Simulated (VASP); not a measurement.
## Sr3O: relaxation of cell and atoms with PBE

Sr3O:

```xyz
4
Lattice="4.6863 0.0000 0.0000 0.0000 4.6863 0.0000 0.0000 0.0000 4.6863" Properties=species:S:1:pos:R:3 pbc="T T T"
Sr    0.0000    2.3432    2.3432
Sr    2.3432    0.0000    2.3432
Sr    2.3432    2.3432    0.0000
O     0.0000    0.0000    0.0000
```

- Program: VASP 6.6.1
- Task: relaxation of cell and atoms
- Functional: PBE
- Potentials or basis: VASP PAW PBE potentials, release 64 (Sr_sv, O)
- Cutoff: 600 eV
- k mesh: 4 × 4 × 4
- Occupations: gaussian, width 0.1 eV
- Spin: no spin polarisation
- Dipole correction: no
- Further INCAR settings: ALGO = Normal; EDIFF = 1e-06; IBRION = 2; EDIFFG = -0.04; NSW = 90; ISIF = 3

| Quantity | Value |
| --- | --- |
| Relaxed volume | 36.17 Å³/atom |
| Relaxed cell | a = 5.250 Å, b = 5.250 Å, c = 5.250 Å, α = 90.00°, β = 90.00°, γ = 90.00° |
| Space group after relaxing (to 0.05 Å) | Pm-3m (No. 221) |
| Energy gained by relaxing | 226.5 meV/atom |
| Ionic steps | 4 |
| Pressure after relaxing | -0.1 GPa |
| Band gap on the k mesh | zero (band 18 reaches 2.50 eV, above the bottom of band 19 at 1.37 eV) |

The path:
```csv
step,energy change (eV),largest force (eV/Å),pressure (GPa),volume (Å³)
1,0.0000,0.0000,7.85,102.92
2,-0.6886,0.0000,3.65,122.87
3,-0.8864,0.0000,-0.83,151.23
4,-0.9059,0.0000,-0.10,144.69
```

Final structure:
```
CELL_PARAMETERS angstrom
5.24987 0.00000 0.00000
0.00000 5.24987 0.00000
0.00000 0.00000 5.24987
ATOMIC_POSITIONS crystal
Sr 0.00000 0.50000 0.50000
Sr 0.50000 0.00000 0.50000
Sr 0.50000 0.50000 0.00000
O 0.00000 0.00000 0.00000
```

Levels at points of the mesh, in eV from the Fermi level:
| k point | band 16 | band 17 | band 18 | band 19 | band 20 | band 21 |
| --- | --- | --- | --- | --- | --- | --- |
| (0.00, 0.00, 0.00) | -1.89 | -1.89 | -0.80 | -0.14 | -0.14 | 0.28 |
| (0.50, 0.00, 0.00) | -2.02 | -1.51 | -0.86 | 0.62 | 0.66 | 1.09 |
| (0.50, 0.50, 0.00) | -2.09 | -0.96 | 0.05 | 0.05 | 0.78 | 0.89 |
| (0.50, 0.50, 0.50) | -2.10 | -0.96 | -0.96 | -0.96 | 0.31 | 0.72 |

Wall time 2.1 min on 1 thread of Intel(R) Xeon(R) Platinum 8259CL CPU @ 2.50GHz (Skylake/Cascade Lake), on a shared host, peak memory 0.26 GiB.

Caveat: the volume moved by over 15 % at a fixed basis, so the end points are rough.
